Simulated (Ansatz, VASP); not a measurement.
**PbSe: VASP beside Ansatz**

POSCAR

```
PbSe
1.0
    0.0000000000      3.1594520592      3.1594520592
    3.1594520592      0.0000000000      3.1594520592
    3.1594520592      3.1594520592      0.0000000000
Pb Se
1 1
Direct
    0.5000000000      0.5000000000      0.5000000000
    0.0000000000      0.0000000000      0.0000000000
```

Contents of INCAR.step1:

```
SYSTEM = PbSe
PREC = Accurate ; ENCUT = 520
ISMEAR = 0 ; SIGMA = 0.05
LREAL = .FALSE. ; LASPH = .TRUE.
NELM = 80 ; NBANDS = 17
GGA = PE ; ALGO = Normal
EDIFF = 1E-4 ; LWAVE = .TRUE.
LCHARG = .FALSE.
```

File INCAR.step2:

```
SYSTEM = PbSe
PREC = Accurate ; ENCUT = 520
EDIFF = 1E-6 ; ISMEAR = 0
SIGMA = 0.05 ; LREAL = .FALSE.
LASPH = .TRUE. ; NELM = 80
ALGO = Normal ; ISIF = 2
LWAVE = .FALSE. ; LCHARG = .FALSE.
METAGGA = R2SCAN ; LMIXTAU = .TRUE.
NBANDS = 17 ; ISTART = 1
```

KPOINTS

```
Automatic mesh
0
G
  10 10 10
  0 0 0
```

Input for Ansatz:

```yaml
crystal:
  lattice:
    - [0.0, 3.1594520592, 3.1594520592]
    - [3.1594520592, 0.0, 3.1594520592]
    - [3.1594520592, 3.1594520592, 0.0]
  atoms:
    - { symbol: Pb, position: [0.5, 0.5, 0.5] }
    - { symbol: Se, position: [0.0, 0.0, 0.0] }
basis:
  ecutwfc: 500
  ecutrho_ratio: 4
kpoints:
  mp_grid: { grid: [10, 10, 10] }
hamiltonian:
  xc: r2scan
scf:
  occupations: { method: gaussian, width: 0.05 }
output:
  forces: true
  stress: true
  eigenvalues: true
```

Alike in both runs: task single point; functional r2SCAN; k mesh 10 × 10 × 10; occupations gaussian, width 0.05 eV; no spin polarisation.

|  | VASP | Ansatz |
| --- | --- | --- |
| version | VASP 6.6.1 | Ansatz 0.2.0 |
| potentials or method | VASP PAW PBE potentials, release 64 (Pb_d, Se), cutoff 520 eV | scalar-relativistic, plane waves, PAW |
| valence electrons in the cell | 20 | 30 |

```tsv
	VASP	Ansatz	Ansatz less VASP
gap on the k mesh at the Fermi level (eV)	0.86	0.86	-0.005
least direct gap on the mesh (eV)	0.86	0.86	-0.005
pressure (GPa)	-3.0	-3.0	+0.01
```

VASP's potentials were made for PBE, not for r2SCAN. With one functional, cell and mesh, what is left measures potentials, basis and numerics. VASP's potentials hold 20 valence electrons a cell and Ansatz's 30, so a difference there can come from the potentials and not from the codes.

Neither program's run includes spin-orbit coupling.
